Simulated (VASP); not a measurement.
# Pb (Im-3m) in VASP: further runs, part 2 of 2

VASP 6.6.1.

## (3) Single point, LDA

INCAR

```
  PREC = Accurate
  ENCUT = 500
  EDIFF = 1E-6
  ISMEAR = 1
  SIGMA = 0.15
  LREAL = False
  LASPH = True
  NELM = 120
  ALGO = Normal
  ISIF = 2
  LWAVE = False
  LCHARG = False
  NBANDS = 13
  GGA_COMPAT = False
```

KPOINTS

```
regular mesh
0
Gamma
  8 8 8
```

POSCAR

```
Pb
1.0
   -1.9796595000      1.9796595000      1.9796595000
    1.9796595000     -1.9796595000      1.9796595000
    1.9796595000      1.9796595000     -1.9796595000
Pb
1
Direct
    0.0000000000      0.0000000000      0.0000000000
```

Potentials or basis: VASP PAW LDA potentials, release 64 (Pb_d).

Launch:

```
$ cat potpaw_LDA.64/Pb_d/POTCAR > POTCAR
$ mpirun -np 1 vasp_std > vasp.out
```

OUTCAR:

```text
PREC = Accurate
   ENCUT = 500
   EDIFF = 1E-6
   ISMEAR = 1
   LREAL = False
   LASPH = True
   NELM = 120
   ISIF = 2

 ion  position               nearest neighbor table
   1  0.000  0.000  0.000-

  LATTYP: Found a body centered cubic cell.
 ALAT       =     3.9593190000

  Lattice vectors:

 A1 = (  -1.9796595000,   1.9796595000,   1.9796595000)
 A2 = (   1.9796595000,  -1.9796595000,   1.9796595000)
 A3 = (   1.9796595000,   1.9796595000,  -1.9796595000)

Analysis of symmetry for initial positions (statically):
=====================================================================
 Subroutine PRICEL returns:
 Original cell was already a primitive cell.

 Routine SETGRP: Setting up the symmetry group for a
 body centered cubic supercell.

 Subroutine GETGRP returns: Found 48 space group operations
 (whereof 48 operations were pure point group operations)
 out of a pool of 48 trial point group operations.

The static configuration has the point symmetry O_h .

Analysis of symmetry for dynamics (positions and initial velocities):
=====================================================================
 Subroutine PRICEL returns:
 Original cell was already a primitive cell.

 Routine SETGRP: Setting up the symmetry group for a
 body centered cubic supercell.

 Subroutine GETGRP returns: Found 48 space group operations
 (whereof 48 operations were pure point group operations)
 out of a pool of 48 trial point group operations.

The dynamic configuration has the point symmetry O_h .

 Subroutine INISYM returns: Found 48 space group operations
 (whereof 48 operations are pure point group operations),
 and found     1 'primitive' translations

----------------------------------------------------------------------------------------

                                     Primitive cell

  volume of cell :      31.0336

  direct lattice vectors                    reciprocal lattice vectors
    -1.979659500  1.979659500  1.979659500     0.000000000  0.252568687  0.252568687
     1.979659500 -1.979659500  1.979659500     0.252568687  0.000000000  0.252568687
     1.979659500  1.979659500 -1.979659500     0.252568687  0.252568687  0.000000000

  length of vectors
     3.428870836  3.428870836  3.428870836     0.357186062  0.357186062  0.357186062

  position of ions in fractional coordinates (direct lattice)
     0.000000000  0.000000000  0.000000000

  ion indices of the primitive-cell ions
   primitive index   ion index
                 1           1

----------------------------------------------------------------------------------------

 KPOINTS: regular mesh

Automatic generation of k-mesh.
 Grid dimensions read from file:
 generate k-points for:    8    8    8

 Generating k-lattice:

  Cartesian coordinates                     Fractional coordinates (reciprocal lattice)
     0.000000000  0.031571086  0.031571086     0.125000000  0.000000000  0.000000000
     0.031571086  0.000000000  0.031571086     0.000000000  0.125000000  0.000000000
     0.031571086  0.031571086  0.000000000     0.000000000  0.000000000  0.125000000

  Length of vectors
     0.044648258  0.044648258  0.044648258

  Shift w.r.t. Gamma in fractional coordinates (k-lattice)
     0.000000000  0.000000000  0.000000000

 Subroutine IBZKPT returns following result:
 ===========================================

 Found     29 irreducible k-points:

 Following reciprocal coordinates:
            Coordinates               Weight
  0.000000  0.000000  0.000000      1.000000
  0.125000  0.000000  0.000000     12.000000
  0.250000  0.000000  0.000000     12.000000
  0.375000  0.000000  0.000000     12.000000
  0.500000  0.000000  0.000000      6.000000
  0.125000  0.125000  0.000000     24.000000
[... 16 lines left out ...]
 -0.250000  0.250000  0.250000      6.000000
 -0.375000  0.375000  0.250000     24.000000
 [... further k-points ...]
   k-points           NKPTS =     29   k-points in BZ     NKDIM =     29   number of bands    NBANDS=     13
   number of dos      NEDOS =    301   number of ions     NIONS =      1
   total plane-waves  NPLWV =  21952
   dimension x,y,z NGX =    28 NGY =   28 NGZ =   28
   dimension x,y,z NGXF=    56 NGYF=   56 NGZF=   56
   ions per type =               1
   NGX,Y,Z   is equivalent  to a cutoff of  13.58, 13.58, 13.58 a.u.
   NGXF,Y,Z  is equivalent  to a cutoff of  27.15, 27.15, 27.15 a.u.
 SYSTEM =  unknown system
   PREC   = accura    normal or accurate (medium, high low for compatibility)
   ISTART =      0    job   : 0-new  1-cont  2-samecut
   ICHARG =      2    charge: 1-file 2-atom 10-const
   ISPIN  =      1    spin polarized calculation?
   LNONCOLLINEAR =      F non collinear calculations
   LSORBIT =      F    spin-orbit coupling
   LASPH  =      T    aspherical Exc in radial PAW
   ENCUT  =  500.0 eV  36.75 Ry    6.06 a.u.   6.25  6.25  6.25*2*pi/ulx,y,z
   NELM   =    120;   NELMIN=  2; NELMDL= -5     # of ELM steps
   EDIFF  = 0.1E-05   stopping-criterion for ELM
   LREAL  =      F    real-space projection
[... 7 lines left out ...]
   TEBEG  =    0.0;   TEEND  =   0.0 temperature during run
   PSTRESS=    0.0 pullay stress
   NELECT =      14.0000    total number of electrons
   NUPDOWN=      -1.0000    fix difference up-down
   EMIN   =  10.00;   EMAX   =-10.00  energy-range for DOS
   EFERMI =   0.00;   METHOD = LEGACY
   ISMEAR =     1;   SIGMA  =   0.15  broadening in eV -4-tet -1-fermi 0-gaus
   EFERMI_NEDOS =   21; number of points for ismear=-14 and -15
   IALGO  =     38    algorithm
   IMIX   =      4    mixing-type and parameters
     AMIX     =   0.40;   BMIX     =  1.00
     AMIX_MAG =   1.60;   BMIX_MAG =  1.00
  volume/ion in A,a.u.               =      31.03       209.42
  Fermi-wavevector in a.u.,A,eV,Ry     =   1.255568  2.372680 21.448929  1.576452
  Thomas-Fermi vector in A             =   2.389319
   LORBIT       =      0    0 simple, 1 ext, 2 COOP (PROOUT), +10 PAW based schemes
   GGA     = CA    functional components
   LHFCALC =     F    Hartree Fock is set to
   AEXX    =    0.0000 exact exchange contribution
   IVDW    =     0    specifies the selected vdW correction
   LEPSILON=     F    determine dielectric tensor
   LRPA    =     F    only Hartree local field effects (RPA)
 non-spin polarized calculation
 Methfessel and Paxton  Order N= 1 SIGMA  =   0.15
  energy-cutoff  :      500.00
  volume of cell :       31.03
 maximum number of plane-waves:       802
 NGX is ok and might be reduce to    28
   NGX = 13   NGY = 13   NGZ = 13

 number of electron      14.0000002 magnetization

 Free energy of the ion-electron system (eV)
  ---------------------------------------------------
  ext. energy  EPLUGINS =         0.00000000
  ---------------------------------------------------
  free energy    TOTEN  =        -4.21937415 eV

  energy without entropy =       -4.22007994  energy(sigma->0) =       -4.21960941

 E-fermi :   6.7943     XC(G=0): -10.3469

 val. band max:        6.7598870682   @ k =   0.5000   0.5000   0.3750
 cond. band min:       6.9251104956   @ k =   0.1250   0.1250   0.1250
 fundamental gap:      0.1652234273
 Fermi energy:         6.7943313111

 k-point     1 :       0.0000    0.0000    0.0000
  band No.  band energies     occupation
      1     -10.2935      2.00000
      2     -10.2935      2.00000
      3     -10.2935      2.00000
      4     -10.0646      2.00000
      5     -10.0646      2.00000
      6      -4.8627      2.00000
      7      14.1092      0.00000
      8      14.1092      0.00000
      9      14.1092      0.00000
     10      17.8758      0.00000
     11      17.8758      0.00000
     12      17.8758      0.00000
     13      18.3944      0.00000

 k-point     2 :       0.1250    0.0000    0.0000
  band No.  band energies     occupation
      1     -10.3053      2.00000
      2     -10.2796      2.00000
      3     -10.2417      2.00000
      4     -10.0772      2.00000
      5     -10.0658      2.00000
      6      -4.5526      2.00000
      7      11.5504      0.00000
      8      13.1977      0.00000
      9      13.7231      0.00000
     10      16.4484      0.00000
     11      17.1947      0.00000
[... 339 lines left out ...]
 k-point    24 :      -0.3750    0.3750    0.2500
  band No.  band energies     occupation
      1     -10.2491      2.00000
      2     -10.1836      2.00000
      3     -10.1649      2.00000
      4     -10.0936      2.00000
      5     -10.0019      2.00000
      6      -1.1196      2.00000
      7       5.5786      2.00000
      8       8.2009     -0.00000
      9       8.9097     -0.00000
     10      13.1935      0.00000
     11      17.3757      0.00000
     12      19.7001      0.00000
     13      19.7277      0.00000

 [... further k-points ...]

------------------------ aborting loop because EDIFF is reached ----------------------------------------

  FORCE on cell =-STRESS in cart. coord.  units (eV):
  Direction    XX          YY          ZZ          XY          YZ          ZX
  --------------------------------------------------------------------------------------
  -------------------------------------------------------------------------------------
  Total       -0.5584377     -0.5584377     -0.5584377      0.0000000     -0.0000000     -0.0000000
  in kB      -28.8306105    -28.8306105    -28.8306105      0.0000000     -0.0000000     -0.0000000
  external PRESSURE =     -28.8306105 kB  Pullay stress =       0.0000000 kB

 VOLUME and BASIS-vectors are now :
 -----------------------------------------------------------------------------
  energy-cutoff  :      500.00
  volume of cell :       31.03
      direct lattice vectors                 reciprocal lattice vectors
    -1.979659500  1.979659500  1.979659500     0.000000000  0.252568687  0.252568687
     1.979659500 -1.979659500  1.979659500     0.252568687  0.000000000  0.252568687
     1.979659500  1.979659500 -1.979659500     0.252568687  0.252568687  0.000000000

 POSITION                                       TOTAL-FORCE (eV/Angst)
 -----------------------------------------------------------------------------------
      0.00000      0.00000      0.00000         0.000000      0.000000      0.000000
 -----------------------------------------------------------------------------------
    total drift:                               -0.000000     -0.000000     -0.000000

  FREE ENERGIE OF THE ION-ELECTRON SYSTEM (eV)
  ---------------------------------------------------
  free  energy   TOTEN  =        -4.2193741451 eV

  energy  without entropy=       -4.2200799382  energy(sigma->0) =       -4.21960941
```

It took 3.9 s on 1 thread of Intel Xeon Platinum 8481C at 2.70GHz (Sapphire Rapids), shared host; peak memory 0.14 GiB.

What came out:

```
Free energy            : -4.2194 eV
Pressure               : -2.9 GPa
Band gap on the k mesh : zero (bands 7 and 8 overlap by 9.22 eV)
```

Caveat: spin-orbit coupling is left out, which moves the levels of the heavy elements.
